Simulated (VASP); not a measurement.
# VN2: single point with PBE

VN2:

```
CELL_PARAMETERS angstrom
-2.15075 2.15075 2.49135
2.15075 -2.15075 2.49135
2.15075 2.15075 -2.49135
ATOMIC_POSITIONS crystal
V 0.25000 0.25000 0.00000
V 0.75000 0.75000 0.00000
N 0.11510 0.61510 0.73020
N 0.61510 0.88490 0.50000
N 0.88490 0.38490 0.26980
N 0.38490 0.11510 0.50000
```

```json
{
 "Program": "VASP 6.6.1",
 "Task": "single point",
 "Functional": "PBE",
 "Potentials or basis": "VASP PAW PBE potentials, release 64 (V_sv, N)",
 "Cutoff": "520 eV",
 "k mesh": "8 × 8 × 8, shifted",
 "Occupations": "gaussian, width 0.1 eV",
 "Spin": "no spin polarisation",
 "Dipole correction": "no",
 "Further INCAR settings": "ALGO = Normal; EDIFF = 1e-06; NBANDS = 32"
}
```

```yaml
Pressure: -0.3 GPa
Largest_force: 0.366 eV/Å
Band_gap_on_the_k_mesh: zero (band 23 reaches 11.59 eV, above the bottom of band 24 at 11.35 eV)
```

Forces in eV/Å, atoms in the order of the input:
```
V    0.000  0.000  0.000
V    0.000  0.000  0.000
N   -0.259 -0.259  0.000
N    0.259 -0.259  0.000
N    0.259  0.259  0.000
N   -0.259  0.259  0.000
```

Stress tensor (GPa, compression positive):
```
 0.17  0.00  0.00
 0.00  0.17  0.00
 0.00  0.00 -1.17
```

Levels at points of the mesh, in eV from the Fermi level:
| k point | band 19 | band 20 | band 21 | band 22 | band 23 | band 24 | band 25 | band 26 | band 27 | band 28 |
| --- | --- | --- | --- | --- | --- | --- | --- | --- | --- | --- |
| (0.06, 0.06, 0.06) | -3.72 | -3.01 | -2.76 | -2.47 | -2.33 | 0.63 | 0.89 | 1.03 | 1.07 | 2.08 |

Wall time 46 s on 1 thread of Intel(R) Xeon(R) 6975P-C (Granite Rapids) (shared host), peak memory 0.2 GiB.

Caveat: the run has no spin polarisation, though such a crystal can be magnetic. With open d or f shells a metallic result of PBE can be an artefact of self-interaction; +U or a hybrid may open a gap.
